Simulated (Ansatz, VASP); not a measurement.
## Two plane-wave programs on Cu3O2

```
CELL_PARAMETERS angstrom
3.86517 0.00000 0.00000
0.00000 3.86517 0.00000
0.00000 0.00000 3.86517
ATOMIC_POSITIONS crystal
Cu 0.50000 0.00000 0.00000
Cu 0.00000 0.50000 0.00000
Cu 0.00000 0.00000 0.50000
O 0.00000 0.00000 0.00000
O 0.50000 0.50000 0.50000
```

Alike in both runs: functional PBE; k mesh 10 × 10 × 10; occupations gaussian, width 0.1 eV; no spin polarisation.

Ansatz relaxed the structure, and its values are those at the end. VASP's run is a single point on that final structure, the one shown.

|  | VASP | Ansatz |
| --- | --- | --- |
| version | VASP 6.6.1 | Ansatz 0.2.0 |
| potentials or method | VASP PAW PBE potentials, release 64 (Cu, O), cutoff 520 eV | scalar-relativistic, plane waves, PAW |
| valence electrons in the cell | 45 | 69 |

```tsv
	VASP	Ansatz	Ansatz less VASP
gap on the k mesh at the Fermi level (eV)	none	none	-
pressure (GPa)	0.5	0.0	-0.49
```

A gap of «none» marks a metal or a gap that the smearing closes. VASP's potentials hold 45 valence electrons a cell and Ansatz's 69, so a difference there can come from the potentials and not from the codes.
